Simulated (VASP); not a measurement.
Set up this calculation in VASP 6.6.1, as the native input.

```
Task                   : single point
Functional             : LDA
Potentials or basis    : VASP PAW LDA potentials, release 64 (Sn_d, O)
Cutoff                 : 520 eV
k mesh                 : 6 × 6 × 8
Occupations            : gaussian, width 0.02 eV
Spin                   : no spin polarisation
Dipole correction      : no
Further INCAR settings : ALGO = Normal; EDIFF = 1e-07; NBANDS = 35
```

The structure of SnO2 lies in POSCAR:

```
SnO2
1.0
    4.7448778330      0.0000000000      0.0000000000
    0.0000000000      4.7478677190      0.0000000000
    0.0000000000      0.0000000000      3.1262190150
Sn O
2 4
Direct
    0.5000000000      0.5000000000      0.5000000000
    0.0000000000      0.0000000000      0.0000000000
    0.3055669669      0.3065721211      0.0000000000
    0.8055669669      0.1934278789      0.5000000000
    0.1944330331      0.8065721211      0.5000000000
    0.6944330331      0.6934278789      0.0000000000
```

This cell differs from its parent crystal: uniaxial strain along c: -2.0 %.

The input as run:

INCAR

```
SYSTEM = SnO2
PREC     = Accurate       ! precision mode
ENCUT    = 520            ! plane-wave cutoff, eV
EDIFF    = 1E-7           ! SCF threshold, eV
ISMEAR   = 0              ! smearing method
SIGMA    = 0.02           ! smearing width, eV
LREAL    = .FALSE.        ! projectors in reciprocal space
LASPH    = .TRUE.         ! aspherical terms in the spheres
NELM     = 60             ! most SCF steps
ALGO     = Normal         ! electronic algorithm
ISIF     = 2              ! what is computed and relaxed
LWAVE    = .FALSE.        ! write WAVECAR
LCHARG   = .FALSE.        ! write CHGCAR
NBANDS   = 35             ! bands
```

KPOINTS

```
regular mesh
0
G
  6 6 8
  0 0 0
```

Potentials or basis: VASP PAW LDA potentials, release 64 (Sn_d, O).

Command:

```bash
$ cat potpaw_LDA.64/Sn_d/POTCAR potpaw_LDA.64/O/POTCAR > POTCAR
$ mpirun -np 1 vasp_std > vasp.out
```

It gave:

```yaml
Pressure: 4.6 GPa
Largest_force: 0.178 eV/Å
Band_gap_on_the_k_mesh: 1.40 eV
```

Caveat: the cell differs from its parent crystal (uniaxial strain along c: -2.0 %); the cell stands under pressure; spin-orbit coupling is left out, which moves the levels of the heavy elements.

Run time: 63 s on 1 thread of Intel(R) Xeon(R) 6975P-C (Granite Rapids), with other jobs on the host, peak memory 0.25 GiB.
